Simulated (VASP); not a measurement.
# ScInC4N4 (P-43m) in VASP: a series of runs, part 2 of 2

VASP 6.6.1. The steps go on from the part before.

### Step 3. Single point, PBE, collinear spin, ferromagnetic start

This run uses another cell than the first one, of 25.29 Å³/atom.

Input file INCAR:

```
  ALGO = Normal
  EDIFF = 1E-6
  ENCUT = 520
  GGA = PE
  ISIF = 2
  ISMEAR = 0
  ISPIN = 2
  LASPH = True
  LCHARG = True
  LELF = True
  LMAXMIX = 4
  LORBIT = 11
  LREAL = False
  LVHAR = True
  LWAVE = False
  MAGMOM = 0 0 1 1 1 1 1 1 1 1
  NBANDS = 45
  NELM = 150
  PREC = Accurate
  SIGMA = 0.1
```

Input file KPOINTS:

```
k-points
0
Gamma
  4 4 4
```

Input file POSCAR:

```
ScInC4N4
1.0
    6.3239425953      0.0000000000      0.0000000000
    0.0000000000      6.3239425953      0.0000000000
    0.0000000000      0.0000000000      6.3239425953
Sc In C N
1 1 4 4
Direct
    0.5000000000      0.5000000000      0.5000000000
    0.0000000000      0.0000000000      0.0000000000
    0.1974056318      0.1974056318      0.1974056318
    0.1974056318      0.8025943682      0.8025943682
    0.8025943682      0.1974056318      0.8025943682
    0.8025943682      0.8025943682      0.1974056318
    0.3050908587      0.3050908587      0.3050908587
    0.3050908587      0.6949091413      0.6949091413
    0.6949091413      0.3050908587      0.6949091413
    0.6949091413      0.6949091413      0.3050908587
```

Potentials or basis: VASP PAW PBE potentials, release 64 (Sc_sv, In_d, C, N).

Run with:

```sh
$ cat potpaw_PBE.64/Sc_sv/POTCAR potpaw_PBE.64/In_d/POTCAR potpaw_PBE.64/C/POTCAR potpaw_PBE.64/N/POTCAR > POTCAR
$ mpirun -np 1 vasp_std > vasp.out
```

OUTCAR:

```text
EDIFF = 1E-6
   ENCUT = 520
   GGA = PE
   ISIF = 2
   ISMEAR = 0
   ISPIN = 2
   LASPH = True
   LORBIT = 11
   LREAL = False
   NELM = 150
   PREC = Accurate

 ion  position               nearest neighbor table
   1  0.500  0.500  0.500-   7 2.13   8 2.13   9 2.13  10 2.13
   2  0.000  0.000  0.000-   3 2.16   4 2.16   5 2.16   6 2.16
   3  0.197  0.197  0.197-   7 1.18   2 2.16
   4  0.197  0.803  0.803-   8 1.18   2 2.16
   5  0.803  0.197  0.803-   9 1.18   2 2.16
   6  0.803  0.803  0.197-  10 1.18   2 2.16
   7  0.305  0.305  0.305-   3 1.18   1 2.13
   8  0.305  0.695  0.695-   4 1.18   1 2.13
   9  0.695  0.305  0.695-   5 1.18   1 2.13
  10  0.695  0.695  0.305-   6 1.18   1 2.13

  LATTYP: Found a simple cubic cell.
 ALAT       =     6.3239425953

  Lattice vectors:

 A1 = (   6.3239425953,   0.0000000000,   0.0000000000)
 A2 = (   0.0000000000,   6.3239425953,   0.0000000000)
 A3 = (   0.0000000000,   0.0000000000,   6.3239425953)

Analysis of symmetry for initial positions (statically):
[... 1114 lines left out ...]
  energy-cutoff  :      520.00
  volume of cell :      252.91
      direct lattice vectors                 reciprocal lattice vectors
     6.323942595  0.000000000  0.000000000     0.158129203  0.000000000  0.000000000
     0.000000000  6.323942595  0.000000000     0.000000000  0.158129203  0.000000000
     0.000000000  0.000000000  6.323942595     0.000000000  0.000000000  0.158129203

 POSITION                                       TOTAL-FORCE (eV/Angst)
 -----------------------------------------------------------------------------------
      3.16197      3.16197      3.16197        -0.000000     -0.000000      0.000000
      0.00000      0.00000      0.00000        -0.000000     -0.000000      0.000000
      1.24838      1.24838      1.24838        -0.205842     -0.205842     -0.205842
      1.24838      5.07556      5.07556        -0.205842      0.205842      0.205842
      5.07556      1.24838      5.07556         0.205842     -0.205842      0.205842
      5.07556      5.07556      1.24838         0.205842      0.205842     -0.205842
      1.92938      1.92938      1.92938         0.187825      0.187825      0.187825
      1.92938      4.39457      4.39457         0.187825     -0.187825     -0.187825
      4.39457      1.92938      4.39457        -0.187825      0.187825     -0.187825
      4.39457      4.39457      1.92938        -0.187825     -0.187825      0.187825
 -----------------------------------------------------------------------------------
    total drift:                               -0.000000     -0.000000      0.000000

  FREE ENERGIE OF THE ION-ELECTRON SYSTEM (eV)
  ---------------------------------------------------
  free  energy   TOTEN  =       -76.1744771387 eV

  energy  without entropy=      -76.1546571026  energy(sigma->0) =      -76.16456712

 total charge

# of ion       s       p       d       tot
------------------------------------------
    1        2.173   6.153   1.198   9.524
    2        0.706   0.855   9.969  11.531
    3        0.937   1.637   0.000   2.575
    4        0.937   1.637   0.000   2.575
    5        0.937   1.637   0.000   2.575
    6        0.937   1.637   0.000   2.575
    7        1.306   2.574   0.000   3.880
    8        1.306   2.574   0.000   3.880
    9        1.306   2.574   0.000   3.880
   10        1.306   2.574   0.000   3.880
--------------------------------------------------
tot         11.854  23.854  11.167  46.874

 magnetization (x)

# of ion       s       p       d       tot
------------------------------------------
    1        0.005   0.009   0.638   0.652
    2       -0.007   0.017   0.027   0.037
    3        0.009   0.092   0.000   0.100
    4        0.009   0.092   0.000   0.100
    5        0.009   0.092   0.000   0.100
    6        0.009   0.092   0.000   0.100
    7       -0.002   0.006   0.000   0.004
    8       -0.002   0.006   0.000   0.004
    9       -0.002   0.006   0.000   0.004
   10       -0.002   0.006   0.000   0.004
--------------------------------------------------
tot          0.024   0.416   0.665   1.105
```

OSZICAR:

```text
N       E                     dE             d eps       ncg     rms          rms(c)
DAV:   1     0.685963139793E+03    0.68596E+03   -0.25621E+04  1800   0.122E+03
DAV:   2     0.183448558603E+02   -0.66762E+03   -0.64290E+03  2053   0.356E+02
DAV:   3    -0.791802302479E+02   -0.97525E+02   -0.95522E+02  2536   0.152E+02
DAV:   4    -0.855174515036E+02   -0.63372E+01   -0.61376E+01  2888   0.472E+01
DAV:   5    -0.856914026390E+02   -0.17395E+00   -0.16942E+00  2648   0.641E+00    0.236E+01
DAV:   6    -0.765935457704E+02    0.90979E+01   -0.31115E+01  2976   0.377E+01    0.146E+01
DAV:   7    -0.762392273819E+02    0.35432E+00   -0.41618E+00  2801   0.128E+01    0.695E+00
DAV:   8    -0.761912509546E+02    0.47976E-01   -0.68521E-01  2755   0.421E+00    0.379E+00
DAV:   9    -0.761667222407E+02    0.24529E-01   -0.16032E-01  2768   0.296E+00    0.221E+00
DAV:  10    -0.761679396463E+02   -0.12174E-02   -0.27383E-02  2538   0.107E+00    0.101E+00
DAV:  11    -0.761734528652E+02   -0.55132E-02   -0.97665E-03  2461   0.634E-01    0.394E-01
DAV:  12    -0.761738987391E+02   -0.44587E-03   -0.24948E-03  2835   0.400E-01    0.205E-01
DAV:  13    -0.761743272595E+02   -0.42852E-03   -0.63131E-04  2378   0.161E-01    0.756E-02
DAV:  14    -0.761744379728E+02   -0.11071E-03   -0.18963E-04  2666   0.841E-02    0.272E-02
DAV:  15    -0.761744677257E+02   -0.29753E-04   -0.38170E-05  2092   0.370E-02    0.947E-03
DAV:  16    -0.761744757584E+02   -0.80327E-05   -0.14559E-05  2034   0.190E-02    0.740E-03
DAV:  17    -0.761744768236E+02   -0.10652E-05   -0.24690E-06  1737   0.914E-03    0.253E-03
DAV:  18    -0.761744771387E+02   -0.31513E-06   -0.64189E-07  1539   0.622E-03
   1 F= -.76174477E+02 E0= -.76164567E+02  d E =-.198200E-01  mag=     1.9637
```

Wall time 5.4 min (1 thread of Intel Xeon Platinum 8488C (Sapphire Rapids), shared host); peak memory 0.5 GiB.

What came out:

```yaml
Free_energy: -76.1745 eV
Pressure: 0.4 GPa
Largest_force: 0.357 eV/Å
Band_gap_on_the_k_mesh: zero (filled and empty bands overlap)
Net_moment: 1.96 μB per cell
Site_moments: Sc +0.65; In +0.04; C +0.10; N +0.00 μB
Valence_electrons_inside_the_program's_atomic_spheres: Sc 9.52; In 11.53; C 2.58; N 3.88
```

Forces on the atoms (eV/Å):
```
Sc   0.000  0.000  0.000
In   0.000  0.000  0.000
C   -0.206 -0.206 -0.206
C   -0.206  0.206  0.206
C    0.206 -0.206  0.206
C    0.206  0.206 -0.206
N    0.188  0.188  0.188
N    0.188 -0.188 -0.188
N   -0.188  0.188 -0.188
N   -0.188 -0.188  0.188
```

Levels at points of the mesh, in eV from the Fermi level:
Spin up:
| k point | band 28 | band 29 | band 30 | band 31 | band 32 | band 33 | band 34 | band 35 |
| --- | --- | --- | --- | --- | --- | --- | --- | --- |
| (0.00, 0.00, 0.00) | -5.97 | -5.97 | -0.18 | -0.18 | -0.18 | -0.16 | -0.16 | 1.47 |
| (0.50, 0.00, 0.00) | -5.94 | -5.94 | -0.40 | 0.16 | 0.26 | 0.26 | 0.47 | 1.36 |
| (0.50, 0.50, 0.00) | -5.96 | -5.96 | -0.37 | 0.10 | 0.43 | 0.67 | 0.67 | 1.04 |
| (0.50, 0.50, 0.50) | -5.99 | -5.99 | -0.14 | -0.14 | 0.25 | 0.25 | 0.25 | 1.95 |
Spin down:
```
           k point  band 26  band 27  band 28  band 29  band 30  band 31  band 32  band 33
(0.00, 0.00, 0.00)    -5.94    -5.82    -5.82    -5.82     0.10     0.10     0.10     0.43
(0.50, 0.00, 0.00)    -6.02    -5.95    -5.79    -5.79     0.11     0.53     0.53     0.79
(0.50, 0.50, 0.00)    -6.04    -5.87    -5.81    -5.81     0.14     0.74     0.77     0.94
(0.50, 0.50, 0.50)    -5.99    -5.85    -5.85    -5.85     0.47     0.47     0.55     0.55
```

Caveat: spin-orbit coupling is left out, which moves the levels of the heavy elements.
